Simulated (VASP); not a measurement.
Write the native input for VASP 6.6.1 that does the following.

```
Task                   : single point
Functional             : PBE
Potentials or basis    : VASP PAW PBE potentials, release 64 (Hf_pv, O)
Cutoff                 : 520 eV
k mesh                 : 8 × 8 × 8
Occupations            : gaussian, width 0.05 eV
Spin                   : no spin polarisation
Dipole correction      : no
Further INCAR settings : ALGO = Normal; EDIFF = 1e-07; NBANDS = 18
```

The structure of HfO2 lies in POSCAR:

```
HfO2
1.0
    0.0000000000      2.3529000000      2.6598000000
    2.3529000000      0.0000000000      2.6598000000
    2.3529000000      2.3529000000      0.0000000000
Hf O
1 2
Direct
    0.0000000000      0.0000000000      0.0000000000
    0.2500000000      0.2500000000      0.2500000000
    0.7500000000      0.7500000000      0.7500000000
```

This cell differs from its parent crystal: strain -0.080 along x and y, +0.040 along z.

These files were run (other wordings do the same):

INCAR

```
SYSTEM = HfO2
PREC = Accurate ; ENCUT = 520
EDIFF = 1E-7 ; ISMEAR = 0
SIGMA = 0.05 ; LREAL = .False.
LASPH = .True. ; NELM = 60
ALGO = Normal ; ISIF = 2
LWAVE = .False. ; LCHARG = .True.
GGA = PE ; LELF = .True.
LVHAR = .True. ; NBANDS = 18
```

KPOINTS

```
Automatic mesh
0
Gamma
  8 8 8
  0 0 0
```

Potentials or basis: VASP PAW PBE potentials, release 64 (Hf_pv, O).

Run with:

```bash
$ cat potpaw_PBE.64/Hf_pv/POTCAR potpaw_PBE.64/O/POTCAR > POTCAR
$ mpirun -np 1 vasp_std > vasp.out
```

Results of the run:

The pressure is 32.6 GPa and the band gap on the k mesh is 2.11 eV, indirect (least direct gap 2.74 eV).

Caveat: the cell differs from its parent crystal (strain -0.080 along x and y, +0.040 along z); spin-orbit coupling is left out, which moves the levels of the heavy elements.

Wall time 16 s on 1 thread of Intel(R) Xeon(R) 6975P-C (Granite Rapids), on a shared host, peak memory 0.17 GiB.
